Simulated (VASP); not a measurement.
# Na3Cl (P4/mmm) in VASP: a series of runs

The runs below take Na3Cl through single point, relaxation of cell and atoms, with PBEsol.

Program: VASP 6.6.1. These are calculated values, not measurements. Logs are shortened: lines on timing, memory, paths and dates and some standing lists are left out, and cuts for length are marked.

## (1) The cell of the first run

Symmetry: P4/mmm, No. 123, tetragonal system. The conventional cell has a = 3.039 Å, b = 3.039 Å, c = 5.333 Å, α = 90.00°, β = 90.00°, γ = 90.00°. Na (site symmetry 4/mmm) has 12 Na at 2.58 to 3.04 Å and 2 Cl at 2.67 Å within 3.4 Å. Na (site symmetry 4mm) has 10 Na at 2.47 to 3.04 Å and 4 Cl at 2.48 Å within 3.3 Å. Within 3.3 Å of Cl (site symmetry 4/mmm) lie 10 Na at 2.48 to 2.67 Å and 4 Cl at 3.04 Å.

## (2) Single point, PBEsol

The input, INCAR:

```
SYSTEM = Na3Cl
PREC = Accurate
ENCUT = 520
EDIFF = 1E-6
ISMEAR = -1
SIGMA = 0.1
LREAL = .False.
LASPH = .True.
NELM = 80
ALGO = Normal
ISIF = 2
LWAVE = .False.
LCHARG = .True.
GGA = PS
LELF = .True.
LVHAR = .True.
NBANDS = 22
```

The input, KPOINTS:

```
regular mesh
0
Gamma
  14 14 8
  0 0 0
```

The input, POSCAR:

```
Na3Cl
1.0
    3.0388411473      0.0000000000      0.0000000000
    0.0000000000      3.0388411473      0.0000000000
    0.0000000000      0.0000000000      5.3330425953
Na Cl
3 1
Direct
    0.0000000000      0.0000000000      0.5000000000
    0.5000000000      0.5000000000      0.7687132811
    0.5000000000      0.5000000000      0.2312867189
    0.0000000000      0.0000000000      0.0000000000
```

Potentials or basis: VASP PAW PBE potentials, release 64 (Na_pv, Cl).

The run is started by

```
> cat potpaw_PBE.64/Na_pv/POTCAR potpaw_PBE.64/Cl/POTCAR > POTCAR
> mpirun -np 1 vasp_std > vasp.out
```

OUTCAR:

```text
SYSTEM = Na3Cl
   PREC = Accurate
   ENCUT = 520
   EDIFF = 1E-6
   ISMEAR = -1
   LREAL = .False.
   LASPH = .True.
   NELM = 80
   ISIF = 2
   GGA = PS

 ion  position               nearest neighbor table
   1  0.000  0.000  0.500-   2 2.58   3 2.58   2 2.58   3 2.58   2 2.58   3 2.58   2 2.58   3 2.58
                             4 2.67   4 2.67
   2  0.500  0.500  0.769-   3 2.47   4 2.48   4 2.48   4 2.48   4 2.48   1 2.58   1 2.58   1 2.58
                             1 2.58
   3  0.500  0.500  0.231-   2 2.47   4 2.48   4 2.48   4 2.48   4 2.48   1 2.58   1 2.58   1 2.58
                             1 2.58
   4  0.000  0.000  0.000-   2 2.48   3 2.48   2 2.48   3 2.48   2 2.48   3 2.48   2 2.48   3 2.48
                             1 2.67   1 2.67

  LATTYP: Found a simple tetragonal cell.
 ALAT       =     3.0388411473
 C/A-ratio  =     1.7549593206

  Lattice vectors:

 A1 = (   3.0388411473,   0.0000000000,   0.0000000000)
 A2 = (   0.0000000000,   3.0388411473,   0.0000000000)
 A3 = (   0.0000000000,   0.0000000000,   5.3330425953)

Analysis of symmetry for initial positions (statically):
=====================================================================
 Subroutine PRICEL returns:
 Original cell was already a primitive cell.

 Routine SETGRP: Setting up the symmetry group for a
 simple tetragonal supercell.

 Subroutine GETGRP returns: Found 16 space group operations
 (whereof 16 operations were pure point group operations)
 out of a pool of 16 trial point group operations.

The static configuration has the point symmetry D_4h.

Analysis of symmetry for dynamics (positions and initial velocities):
=====================================================================
 Subroutine PRICEL returns:
 Original cell was already a primitive cell.

 Routine SETGRP: Setting up the symmetry group for a
 simple tetragonal supercell.

 Subroutine GETGRP returns: Found 16 space group operations
 (whereof 16 operations were pure point group operations)
 out of a pool of 16 trial point group operations.

The dynamic configuration has the point symmetry D_4h.

 Subroutine INISYM returns: Found 16 space group operations
 (whereof 16 operations are pure point group operations),
 and found     1 'primitive' translations

----------------------------------------------------------------------------------------

[... 94 lines left out ...]
   ENCUT  =  520.0 eV  38.22 Ry    6.18 a.u.   5.65  5.65  9.92*2*pi/ulx,y,z
   NELM   =     80;   NELMIN=  2; NELMDL= -5     # of ELM steps
   EDIFF  = 0.1E-05   stopping-criterion for ELM
   LREAL  =      F    real-space projection
   EDIFFG = 0.1E-04   stopping-criterion for IOM
   NSW    =      0    number of steps for IOM
   IBRION =     -1    ionic relax: 0-MD 1-quasi-New 2-CG
   NFREE  =      0    steps in history (QN), initial steepest desc. (CG)
   ISIF   =      2    stress and relaxation
   ISYM   =      2    0-nonsym 1-usesym 2-fastsym
   POTIM  = 0.5000    time-step for ionic-motion
   TEBEG  =    0.0;   TEEND  =   0.0 temperature during run
   PSTRESS=    0.0 pullay stress
   NELECT =      28.0000    total number of electrons
   NUPDOWN=      -1.0000    fix difference up-down
   EMIN   =  10.00;   EMAX   =-10.00  energy-range for DOS
   EFERMI =   0.00;   METHOD = LEGACY
   ISMEAR =    -1;   SIGMA  =   0.10  broadening in eV -4-tet -1-fermi 0-gaus
   EFERMI_NEDOS =   21; number of points for ismear=-14 and -15
   IALGO  =     38    algorithm
   IMIX   =      4    mixing-type and parameters
     AMIX     =   0.40;   BMIX     =  1.00
     AMIX_MAG =   1.60;   BMIX_MAG =  1.00
  volume/ion in A,a.u.               =      12.31        83.09
  Fermi-wavevector in a.u.,A,eV,Ry     =   1.356221  2.562886 25.025681  1.839336
  Thomas-Fermi vector in A             =   2.483243
   LORBIT       =      0    0 simple, 1 ext, 2 COOP (PROOUT), +10 PAW based schemes
   GGA     = PS    functional components
   LHFCALC =     F    Hartree Fock is set to
   AEXX    =    0.0000 exact exchange contribution
   IVDW    =     0    specifies the selected vdW correction
   LEPSILON=     F    determine dielectric tensor
   LRPA    =     F    only Hartree local field effects (RPA)
 non-spin polarized calculation
  energy-cutoff  :      520.00
  volume of cell :       49.25
 maximum number of plane-waves:      1347
 NGX is ok and might be reduce to    24
   NGX = 11   NGY = 11   NGZ = 19

 number of electron      27.9999976 magnetization

 Free energy of the ion-electron system (eV)
  ---------------------------------------------------
  ext. energy  EPLUGINS =         0.00000000
  ---------------------------------------------------
  free energy    TOTEN  =        -3.94084833 eV

  energy without entropy =       -3.92361956  energy(sigma->0) =       -3.93223394

 E-fermi :   8.9843     XC(G=0): -10.8428

 val. band max:        8.9710525190   @ k =   0.4286   0.0714   0.1250
 cond. band min:       9.0201620441   @ k =   0.4286   0.0714   0.2500
 fundamental gap:      0.0491095252
 Fermi energy:         8.9843224183

 k-point     1 :       0.0000    0.0000    0.0000
  band No.  band energies     occupation
      1     -18.2857      2.00000
      2     -17.9347      2.00000
      3     -17.9347      2.00000
      4     -17.8238      2.00000
      5     -17.8238      2.00000
      6     -17.7188      2.00000
[... 589 lines left out ...]
     21      17.7250      0.00000
     22      17.8620      0.00000

 [... further k-points ...]

------------------------ aborting loop because EDIFF is reached ----------------------------------------

  FORCE on cell =-STRESS in cart. coord.  units (eV):
  Direction    XX          YY          ZZ          XY          YZ          ZX
  --------------------------------------------------------------------------------------
  -------------------------------------------------------------------------------------
  Total       16.8851654     16.8851654     16.9048022      0.0000000      0.0000000     -0.0000000
  in kB      549.3192945    549.3192945    549.9581304      0.0000000      0.0000000     -0.0000000
  external PRESSURE =     549.5322398 kB  Pullay stress =       0.0000000 kB

 VOLUME and BASIS-vectors are now :
 -----------------------------------------------------------------------------
  energy-cutoff  :      520.00
  volume of cell :       49.25
      direct lattice vectors                 reciprocal lattice vectors
     3.038841147  0.000000000  0.000000000     0.329072811  0.000000000  0.000000000
     0.000000000  3.038841147  0.000000000     0.000000000  0.329072811  0.000000000
     0.000000000  0.000000000  5.333042595     0.000000000  0.000000000  0.187510222

 POSITION                                       TOTAL-FORCE (eV/Angst)
 -----------------------------------------------------------------------------------
      0.00000      0.00000      2.66652         0.000000      0.000000     -0.000000
      1.51942      1.51942      4.09958         0.000000     -0.000000     -0.030486
      1.51942      1.51942      1.23346        -0.000000      0.000000      0.030486
      0.00000      0.00000      0.00000         0.000000      0.000000     -0.000000
 -----------------------------------------------------------------------------------
    total drift:                                0.000000     -0.000000      0.000000

  FREE ENERGIE OF THE ION-ELECTRON SYSTEM (eV)
  ---------------------------------------------------
  free  energy   TOTEN  =        -3.9408483304 eV

  energy  without entropy=       -3.9236195575  energy(sigma->0) =       -3.93223394
```

OSZICAR:

```text
N       E                     dE             d eps       ncg     rms          rms(c)
DAV:   1     0.279903500728E+03    0.27990E+03   -0.14928E+04  8006   0.172E+03
DAV:   2     0.161150889909E+02   -0.26379E+03   -0.25326E+03  8058   0.444E+02
DAV:   3    -0.383028382293E+01   -0.19945E+02   -0.19738E+02  9520   0.121E+02
DAV:   4    -0.430597892870E+01   -0.47570E+00   -0.47504E+00  9172   0.183E+01
DAV:   5    -0.431536255854E+01   -0.93836E-02   -0.93826E-02  9810   0.261E+00    0.604E+00
DAV:   6    -0.406416929075E+01    0.25119E+00   -0.14851E-01 12622   0.874E+00    0.391E+00
DAV:   7    -0.393733575268E+01    0.12683E+00   -0.25727E-01 11910   0.134E+01    0.760E-01
DAV:   8    -0.394148148588E+01   -0.41457E-02   -0.74302E-02  9024   0.262E+00    0.252E-01
DAV:   9    -0.394083777186E+01    0.64371E-03   -0.32888E-03  8916   0.438E-01    0.570E-02
DAV:  10    -0.394084823637E+01   -0.10465E-04   -0.13497E-04  9288   0.142E-01    0.264E-02
DAV:  11    -0.394084833039E+01   -0.94022E-07   -0.92555E-06 10620   0.382E-02
   1 F= -.39408483E+01 E0= -.39322339E+01  d E =-.172288E-01
```

Run time: 57 s. Hardware: 1 thread of AMD EPYC 9R45 (Zen 5), shared host; peak memory 0.23 GiB.

Results:

```
Free energy            : -3.9408 eV
Pressure               : 55.0 GPa
Largest force          : 0.030 eV/Å
Band gap on the k mesh : zero (band 14 reaches 9.55 eV, above the bottom of band 15 at 8.25 eV)
```

Forces on the atoms (eV/Å):
```
Na   0.000  0.000  0.000
Na   0.000  0.000 -0.030
Na   0.000  0.000  0.030
Cl   0.000  0.000  0.000
```

Caveat: the PAW data sets were made with another functional, which shifts forces and pressure a little.

## (3) Relaxation of cell and atoms, PBEsol, target pressure 54.4 GPa, at which the enthalpy is minimised

The input, INCAR:

```
SYSTEM = Na3Cl
ALGO = Normal
EDIFF = 1E-7
EDIFFG = -0.002
ENCUT = 600
GGA = PS
IBRION = 2
ISIF = 3
ISMEAR = -1
LASPH = .True.
LCHARG = .False.
LREAL = .False.
LWAVE = .False.
NELM = 100
NSW = 80
PREC = Accurate
PSTRESS = 544.0
SIGMA = 0.1
```

The input, KPOINTS:

```
k-points
0
Gamma
  14 14 8
  0 0 0
```

The input, POSCAR:

```
Na3Cl
1.0
    3.0421866324      0.0000000000      0.0000000000
    0.0000000000      3.0421866324      0.0000000000
    0.0000000000      0.0000000000      5.3263108005
Na Cl
3 1
Direct
    0.0000000000      0.0000000000      0.5000000000
    0.5000000000      0.5000000000      0.7683906063
    0.5000000000      0.5000000000      0.2316093937
    0.0000000000      0.0000000000      0.0000000000
```

Potentials or basis: VASP PAW PBE potentials, release 64 (Na_pv, Cl).

The run is started by

```
> cat potpaw_PBE.64/Na_pv/POTCAR potpaw_PBE.64/Cl/POTCAR > POTCAR
> mpirun -np 1 vasp_std > vasp.out
```

Run time: 3.1 min. Hardware: 1 thread of AMD EPYC 9R45 (Zen 5), shared host; peak memory 0.25 GiB.

Results (log left out):

* Free energy: -3.9947 eV
* Relaxed volume: 12.35 Å³/atom
* Relaxed cell: a = 3.041 Å, b = 3.041 Å, c = 5.342 Å, α = 90.00°, β = 90.00°, γ = 90.00°
* Space group after relaxing (to 0.05 Å): P4/mmm (No. 123)
* Energy change on relaxing (the enthalpy is what falls): -9.2 meV/atom
* Ionic steps: 5
* Pressure after relaxing: 54.4 GPa
* Band gap on the k mesh: zero (band 14 reaches 9.52 eV, above the bottom of band 15 at 8.21 eV)

Step by step:
```csv
step,energy change (eV),largest force (eV/Å),pressure (GPa),volume (Å³)
1,0.0000,0.0083,54.80,49.29
2,-0.0739,0.0012,53.96,49.51
3,-0.0404,0.0034,54.35,49.41
4,-0.0390,0.0013,54.37,49.41
5,-0.0369,0.0016,54.40,49.40
```

Final structure:
```
CELL_PARAMETERS angstrom
3.04100 0.00000 0.00000
0.00000 3.04100 0.00000
0.00000 0.00000 5.34213
ATOMIC_POSITIONS crystal
Na 0.00000 0.00000 0.50000
Na 0.50000 0.50000 0.76826
Na 0.50000 0.50000 0.23174
Cl 0.00000 0.00000 0.00000
```

Levels at points of the mesh, in eV from the Fermi level:
| k point | band 12 | band 13 | band 14 | band 15 | band 16 | band 17 |
| --- | --- | --- | --- | --- | --- | --- |
| (0.00, 0.00, 0.00) | -6.88 | -6.88 | -4.66 | 1.55 | 2.21 | 3.97 |
| (0.50, 0.00, 0.00) | -8.63 | -6.52 | -0.89 | -0.67 | 0.44 | 3.61 |
| (0.50, 0.50, 0.00) | -10.02 | -8.19 | 0.14 | 2.00 | 2.00 | 2.12 |
| (0.00, 0.00, 0.50) | -6.89 | -6.89 | -3.04 | 0.42 | 1.83 | 2.34 |
| (0.50, 0.00, 0.50) | -8.87 | -6.52 | -1.96 | 0.63 | 2.90 | 3.81 |
| (0.50, 0.50, 0.50) | -10.02 | -8.38 | 0.57 | 0.57 | 0.63 | 2.67 |

Caveat: the cell is relaxed towards a set pressure, so the enthalpy falls and the energy may rise; the PAW data sets were made with another functional, which shifts forces and pressure a little.
